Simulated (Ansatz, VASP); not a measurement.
**Two plane-wave programs on TaSi3**

```
Ta Si
1.0
    -1.90334    1.90334    4.25161
     1.90334   -1.90334    4.25161
     1.90334    1.90334   -4.25161
Ta Si
1 3
Direct
  0.00000 0.00000 0.00000
  0.50000 0.50000 0.00000
  0.25000 0.75000 0.50000
  0.75000 0.25000 0.50000
```

Alike in both runs: task single point; functional PBE; k mesh 6 × 6 × 6; occupations gaussian, width 0.1 eV; no spin polarisation.

|  | VASP | Ansatz |
| --- | --- | --- |
| version | VASP 6.6.1 | Ansatz 0.2.0 |
| potentials or method | VASP PAW PBE potentials, release 64 (Ta_pv, Si), cutoff 520 eV | scalar-relativistic, plane waves, PAW |
| valence electrons in the cell | 23 | 25 |

|  | VASP | Ansatz | Ansatz less VASP |
| --- | --- | --- | --- |
| gap on the k mesh at the Fermi level (eV) | none | none | - |
| pressure (GPa) | -5.6 | -5.6 | -0.03 |
| traceless stress, the component that is largest in VASP (GPa) | 1.19 | 1.20 | +0.011 |

A gap of «none» marks a metal or a gap that the smearing closes. With one functional, cell and mesh, what is left measures potentials, basis and numerics. VASP's potentials hold 23 valence electrons a cell and Ansatz's 25, so a difference there can come from the potentials and not from the codes.

The k mesh is coarse, so the values compare programs but aren't converged. Neither program's run includes spin-orbit coupling.
